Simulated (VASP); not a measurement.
Here is a VASP 6.6.1 calculation.

Contents of INCAR:

```
SYSTEM = RuAu
PREC     = Accurate       ! precision mode
ENCUT    = 500            ! plane-wave cutoff, eV
EDIFF    = 1E-6           ! SCF threshold, eV
ISMEAR   = -1             ! smearing method
SIGMA    = 0.05           ! smearing width, eV
LREAL    = .FALSE.        ! projectors in reciprocal space
LASPH    = .TRUE.         ! aspherical terms in the spheres
NELM     = 120            ! most SCF steps
ALGO     = Normal         ! electronic algorithm
ISIF     = 2              ! what is computed and relaxed
LWAVE    = .FALSE.        ! write WAVECAR
LCHARG   = .TRUE.         ! write CHGCAR
GGA      = PS             ! functional
LELF     = .TRUE.         ! ELF
LVHAR    = .TRUE.       
NBANDS   = 20             ! bands
GGA_COMPAT= .FALSE.
```

KPOINTS

```
regular mesh
0
G
  8 8 8
  0 0 0
```

POSCAR

```
RuAu
1.0
    3.1136425318      0.0000000000      0.0000000000
    0.0000000000      3.1136425318      0.0000000000
    0.0000000000      0.0000000000      3.1136425318
Ru Au
1 1
Direct
    0.0000000000      0.0000000000      0.0000000000
    0.5000000000      0.5000000000      0.5000000000
```

Potentials or basis: VASP PAW PBE potentials, release 64 (Ru_pv, Au).

Run with:

```console
$ cat potpaw_PBE.64/Ru_pv/POTCAR potpaw_PBE.64/Au/POTCAR > POTCAR
$ mpirun -np 1 vasp_std > vasp.out
```

Predict the pressure.

1.7 GPa.

Caveat: the PAW data sets were made with another functional, which shifts forces and pressure a little.
